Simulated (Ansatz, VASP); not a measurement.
## One calculation of SiC, two programs

File INCAR:

```
SYSTEM = SiC
PREC = Accurate
ENCUT = 520
EDIFF = 1E-6
ISMEAR = 0
SIGMA = 0.1
LREAL = .False.
LASPH = .True.
NELM = 60
ALGO = Normal
ISIF = 2
LWAVE = .False.
LCHARG = .False.
GGA = PS
NBANDS = 26
```

Contents of KPOINTS:

```
Automatic mesh
0
Gamma
  6 6 2
  0 0 0
```

POSCAR

```
SiC
1.0
    3.0756941497      0.0000000000      0.0000000000
   -1.5378470748      2.6636292679      0.0000000000
    0.0000000000      0.0000000000     10.0706464800
Si C
4 4
Direct
    0.6666666700      0.3333333300      0.9378419800
    0.3333333300      0.6666666700      0.4378419800
    0.0000000000      0.0000000000      0.6878943800
    0.0000000000      0.0000000000      0.1878943800
    0.6666666700      0.3333333300      0.7498025900
    0.3333333300      0.6666666700      0.2498025900
    0.0000000000      0.0000000000      0.5004600500
    0.0000000000      0.0000000000      0.0004600500
```

Input for Ansatz:

```yaml
crystal:
  lattice:
    - [3.0756941497, 0.0, 0.0]
    - [-1.5378470748, 2.6636292679, 0.0]
    - [0.0, 0.0, 10.07064648]
  atoms:
    - { symbol: Si, position: [0.66666667, 0.33333333, 0.93784198] }
    - { symbol: Si, position: [0.33333333, 0.66666667, 0.43784198] }
    - { symbol: Si, position: [0.0, 0.0, 0.68789438] }
    - { symbol: Si, position: [0.0, 0.0, 0.18789438] }
    - { symbol: C, position: [0.66666667, 0.33333333, 0.74980259] }
    - { symbol: C, position: [0.33333333, 0.66666667, 0.24980259] }
    - { symbol: C, position: [0.0, 0.0, 0.50046005] }
    - { symbol: C, position: [0.0, 0.0, 0.00046005] }
basis:
  ecutwfc: 420
kpoints:
  mp_grid: { grid: [6, 6, 2] }
hamiltonian:
  xc: pbesol
scf:
  occupations: { method: gaussian, width: 0.1 }
output:
  forces: true
  stress: true
  eigenvalues: true
```

Alike in both runs: task single point; functional PBEsol; k mesh 6 × 6 × 2; occupations gaussian, width 0.1 eV; no spin polarisation.

```csv
,VASP,Ansatz
version,VASP 6.6.1,Ansatz 0.2.0
potentials or method,"VASP PAW PBE potentials, release 64 (Si, C), cutoff 520 eV","scalar-relativistic, plane waves, PAW"
valence electrons in the cell,32,32
```

VASP gave:

| Item | Value |
| --- | --- |
| gap on the k mesh at the Fermi level (eV) | 2.11 |
| least direct gap on the mesh (eV) | 3.23 |
| pressure (GPa) | 0.8 |
| traceless stress, the component that is largest in VASP (GPa) | -0.18 |
| rms of the force components (eV/Å) | 0.003 |

Task: Which values does Ansatz return?

Result: gap on the k mesh at the Fermi level (eV): 2.11; least direct gap on the mesh (eV): 3.24; pressure (GPa): 0.5; traceless stress, the component that is largest in VASP (GPa): -0.18; rms of the force components (eV/Å): 0.003.

VASP's potentials were made for PBE, not for PBEsol. Atom by atom the forces differ by 0.000 eV/Å (rms over components).
